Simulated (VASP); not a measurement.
# Al2Cu (I4/mmm) in VASP: settings compared, part 2 of 2

VASP 6.6.1.

### 3 Single point, r2SCAN

This run uses another cell than the first one, of 14.73 Å³/atom, 0.887 times its volume.

The input, POSCAR:

```
Al2Cu
1.0
   -1.9888904110      1.9888904110      2.7928920770
    1.9888904110     -1.9888904110      2.7928920770
    1.9888904110      1.9888904110     -2.7928920770
Cu Al
1 2
Direct
    0.5000000000      0.5000000000      0.0000000000
    0.2500000000      0.7500000000      0.5000000000
    0.7500000000      0.2500000000      0.5000000000
```

The input, INCAR.step1:

```
  ALGO = Normal
  EDIFF = 1E-4
  ENCUT = 520
  GGA = PE
  ISMEAR = -1
  LASPH = T
  LCHARG = F
  LREAL = F
  LWAVE = T
  NBANDS = 16
  NELM = 80
  PREC = Accurate
  SIGMA = 0.05
```

The input, INCAR.step2:

```
  ALGO = Normal
  EDIFF = 1E-6
  ENCUT = 520
  ISIF = 2
  ISMEAR = -1
  ISTART = 1
  LASPH = T
  LCHARG = F
  LMIXTAU = T
  LREAL = F
  LWAVE = F
  METAGGA = R2SCAN
  NBANDS = 16
  NELM = 80
  PREC = Accurate
  SIGMA = 0.05
```

The input, KPOINTS:

```
k-points
0
Gamma
  9 9 9
```

Potentials or basis: VASP PAW PBE potentials, release 64 (Cu, Al).

Run with:

```
> cat potpaw_PBE.64/Cu/POTCAR potpaw_PBE.64/Al/POTCAR > POTCAR
> cp INCAR.step1 INCAR
> mpirun -np 1 vasp_std > vasp.out
> cp INCAR.step2 INCAR
> mpirun -np 1 vasp_std > vasp.out
```

OUTCAR:

```text
EDIFF = 1E-6
   ENCUT = 520
   ISIF = 2
   ISMEAR = -1
   ISTART = 1
   LASPH = T
   LREAL = F
   METAGGA = R2SCAN
   NELM = 80
   PREC = Accurate

 ion  position               nearest neighbor table
   1  0.500  0.500  0.000-   2 2.43   3 2.43   2 2.43   3 2.43   2 2.43   3 2.43   2 2.43   3 2.43

   2  0.250  0.750  0.500-   1 2.43   1 2.43   1 2.43   1 2.43   3 2.79   3 2.79   3 2.81   3 2.81
                             3 2.81   3 2.81
[... 655 lines left out ...]

  FORCE on cell =-STRESS in cart. coord.  units (eV):
  Direction    XX          YY          ZZ          XY          YZ          ZX
  --------------------------------------------------------------------------------------
  -------------------------------------------------------------------------------------
  Total        2.1186698      2.1186698      2.1609251      0.0000000     -0.0000000      0.0000000
  in kB       76.8135787     76.8135787     78.3455711      0.0000000     -0.0000000      0.0000000
  external PRESSURE =      77.3242428 kB  Pullay stress =       0.0000000 kB

 VOLUME and BASIS-vectors are now :
 -----------------------------------------------------------------------------
  energy-cutoff  :      520.00
  volume of cell :       44.19
      direct lattice vectors                 reciprocal lattice vectors
    -1.988890411  1.988890411  2.792892077     0.000000000  0.251396456  0.179025894
     1.988890411 -1.988890411  2.792892077     0.251396456  0.000000000  0.179025894
     1.988890411  1.988890411 -2.792892077     0.251396456  0.251396456  0.000000000

 POSITION                                       TOTAL-FORCE (eV/Angst)
 -----------------------------------------------------------------------------------
      0.00000      0.00000      2.79289         0.000000     -0.000000     -0.000000
      1.98889     -0.00000      1.39645        -0.000000      0.000000     -0.000000
     -0.00000      1.98889      1.39645        -0.000000      0.000000      0.000000
 -----------------------------------------------------------------------------------
    total drift:                                0.000000     -0.000000      0.000000

  FREE ENERGIE OF THE ION-ELECTRON SYSTEM (eV)
  ---------------------------------------------------
  free  energy   TOTEN  =       -24.8393775477 eV

  energy  without entropy=      -24.8268556041  energy(sigma->0) =      -24.83311658
```

OUTCAR.step1:

```text
EDIFF = 1E-4
   ENCUT = 520
   GGA = PE
   ISMEAR = -1
   LASPH = T
[... 684 lines left out ...]
      0.00000      0.00000      2.79289        -0.000000      0.000000      0.000000
      1.98889     -0.00000      1.39645        -0.000000      0.000000     -0.000000
     -0.00000      1.98889      1.39645         0.000000     -0.000000      0.000000
 -----------------------------------------------------------------------------------
    total drift:                                0.000000     -0.000000      0.000000

  FREE ENERGIE OF THE ION-ELECTRON SYSTEM (eV)
  ---------------------------------------------------
  free  energy   TOTEN  =       -11.6074245961 eV

  energy  without entropy=      -11.5945548777  energy(sigma->0) =      -11.60098974
```

OSZICAR.step1:

```text
N       E                     dE             d eps       ncg     rms          rms(c)
DAV:   1     0.621110638262E+02    0.62111E+02   -0.69052E+03  2432   0.115E+03
DAV:   2    -0.114019360705E+02   -0.73513E+02   -0.65296E+02  2496   0.205E+02
DAV:   3    -0.140627623314E+02   -0.26608E+01   -0.26071E+01  3280   0.433E+01
DAV:   4    -0.141185522619E+02   -0.55790E-01   -0.55768E-01  2824   0.538E+00
DAV:   5    -0.141213027795E+02   -0.27505E-02   -0.27504E-02  3760   0.132E+00    0.155E+01
DAV:   6    -0.162403944891E+02   -0.21191E+01   -0.44211E+01  2712   0.221E+02    0.123E+01
DAV:   7    -0.117624425559E+02    0.44780E+01   -0.11179E+01  3016   0.806E+01    0.223E+00
DAV:   8    -0.116496540540E+02    0.11279E+00   -0.11576E+00  3472   0.298E+01    0.192E+00
DAV:   9    -0.116078176624E+02    0.41836E-01   -0.14867E-01  3432   0.101E+01    0.279E-01
DAV:  10    -0.116096894651E+02   -0.18718E-02   -0.43479E-03  3832   0.131E+00    0.340E-01
DAV:  11    -0.116073891713E+02    0.23003E-02   -0.62843E-03  3144   0.275E+00    0.306E-02
DAV:  12    -0.116074245961E+02   -0.35425E-04   -0.35767E-04  2352   0.126E-01
   1 F= -.11607425E+02 E0= -.11600990E+02  d E =-.128697E-01
```

Run time: 2.1 min. Hardware: 1 thread of Intel Xeon 6975P-C (Granite Rapids), shared host; peak memory 0.2 GiB.

Results:

```
Free energy : -24.8394 eV
Pressure    : 7.7 GPa
```

Caveat: the PAW data sets were made with another functional, which shifts forces and pressure a little.

### 4 Single point, r2SCAN

This run uses another cell than the first one, of 15.04 Å³/atom, 0.906 times its volume.

The input, POSCAR:

```
Al2Cu
1.0
   -2.0028971430      2.0028971430      2.8125609791
    2.0028971430     -2.0028971430      2.8125609791
    2.0028971430      2.0028971430     -2.8125609791
Cu Al
1 2
Direct
    0.5000000000      0.5000000000      0.0000000000
    0.2500000000      0.7500000000      0.5000000000
    0.7500000000      0.2500000000      0.5000000000
```

The input, INCAR.step1:

```
ALGO = Normal
EDIFF = 1E-4
ENCUT = 520
GGA = PE
ISMEAR = -1
LASPH = True
LCHARG = False
LREAL = False
LWAVE = True
NBANDS = 16
NELM = 60
PREC = Accurate
SIGMA = 0.05
```

The input, INCAR.step2:

```
ALGO = Normal
EDIFF = 1E-7
ENCUT = 520
ISIF = 2
ISMEAR = -1
ISTART = 1
LASPH = True
LCHARG = False
LMIXTAU = True
LREAL = False
LWAVE = False
METAGGA = R2SCAN
NBANDS = 16
NELM = 60
PREC = Accurate
SIGMA = 0.05
```

KPOINTS is that of step 3.

Run with:

```
> cat potpaw_PBE.64/Cu/POTCAR potpaw_PBE.64/Al/POTCAR > POTCAR
> cp INCAR.step1 INCAR
> mpirun -np 1 vasp_std > vasp.out
> cp INCAR.step2 INCAR
> mpirun -np 1 vasp_std > vasp.out
```

Wall time 2.1 min (1 thread of Intel Xeon 6975P-C (Granite Rapids), shared host); peak memory 0.21 GiB.

The run converged. Its results:

```
Free energy : -24.8770 eV
Pressure    : 4.9 GPa
```

Stress tensor (GPa, compression positive):
```
4.87 0.00 0.00
0.00 4.87 0.00
0.00 0.00 5.03
```

Levels at points of the mesh, in eV from the Fermi level:
```
           k point  band 6  band 7  band 8  band 9  band 10  band 11  band 12  band 13
(0.00, 0.00, 0.00)   -4.32    3.05    3.05    3.11     3.25     3.33     3.33     5.66
```

Caveat: the PAW data sets were made with another functional, which shifts forces and pressure a little.

### 5 Single point, r2SCAN

This run uses another cell than the first one, of 15.36 Å³/atom, 0.925 times its volume.

The input, POSCAR:

```
Al2Cu
1.0
   -2.0167106632      2.0167106632      2.8319585644
    2.0167106632     -2.0167106632      2.8319585644
    2.0167106632      2.0167106632     -2.8319585644
Cu Al
1 2
Direct
    0.5000000000      0.5000000000      0.0000000000
    0.2500000000      0.7500000000      0.5000000000
    0.7500000000      0.2500000000      0.5000000000
```

The input, INCAR.step1:

```
PREC = Accurate ; ENCUT = 520
ISMEAR = -1 ; SIGMA = 0.05
LREAL = F ; LASPH = T
NELM = 100 ; NBANDS = 16
GGA = PE ; ALGO = Normal
EDIFF = 1E-4 ; LWAVE = T
LCHARG = F
```

The input, INCAR.step2:

```
PREC = Accurate ; ENCUT = 520
EDIFF = 1E-6 ; ISMEAR = -1
SIGMA = 0.05 ; LREAL = F
LASPH = T ; NELM = 100
ALGO = Normal ; ISIF = 2
LWAVE = F ; LCHARG = T
METAGGA = R2SCAN ; LMIXTAU = T
LELF = T ; LVHAR = T
NBANDS = 16 ; ISTART = 1
```

The input, KPOINTS:

```
regular mesh
0
Gamma
  9 9 9
```

Run with:

```
> cat potpaw_PBE.64/Cu/POTCAR potpaw_PBE.64/Al/POTCAR > POTCAR
> cp INCAR.step1 INCAR
> mpirun -np 1 vasp_std > vasp.out
> cp INCAR.step2 INCAR
> mpirun -np 1 vasp_std > vasp.out
```

Run time: 2 min. Hardware: 1 thread of Intel Xeon 6975P-C (Granite Rapids), shared host; peak memory 0.2 GiB.

Results (log left out):

| Quantity | Value |
| --- | --- |
| Free energy | -24.8990 eV |
| Pressure | 2.4 GPa |

Stress tensor (GPa, compression positive):
```
2.38 0.00 0.00
0.00 2.38 0.00
0.00 0.00 2.54
```

Levels at points of the mesh, in eV from the Fermi level:
| k point | band 5 | band 6 | band 7 | band 8 | band 9 | band 10 | band 11 | band 12 | band 13 | band 14 |
| --- | --- | --- | --- | --- | --- | --- | --- | --- | --- | --- |
| (0.00, 0.00, 0.00) | -4.25 | -4.24 | 3.04 | 3.04 | 3.10 | 3.17 | 3.26 | 3.26 | 5.41 | 7.66 |

Caveat: the PAW data sets were made with another functional, which shifts forces and pressure a little.

### 6 Overview

```tsv
level	potentials or basis	cell	gap on the mesh (eV)	pressure (GPa)
LDA	VASP PAW LDA potentials, release 64 (Cu, Al)	a = 4.126 Å, angles 119.8, 119.8, 90.4°, 3 atoms	none	-7.7
r2SCAN	VASP PAW PBE potentials, release 64 (Cu, Al)	a = 3.964 Å, angles 119.8, 119.8, 90.4°, 3 atoms	none	7.7
r2SCAN	VASP PAW PBE potentials, release 64 (Cu, Al)	a = 3.992 Å, angles 119.8, 119.8, 90.4°, 3 atoms	none	4.9
r2SCAN	VASP PAW PBE potentials, release 64 (Cu, Al)	a = 4.019 Å, angles 119.8, 119.8, 90.4°, 3 atoms	none	2.4
```

Alike in all rows: task single point; no spin polarisation; k mesh 9 × 9 × 9; cutoff (eV) 520; smearing fermi-dirac 0.05 eV.

Caveats: the PAW data sets were made with another functional, which shifts forces and pressure a little (some runs).

Total energies depend on the potentials used, so only differences within one code and one set of settings carry meaning.
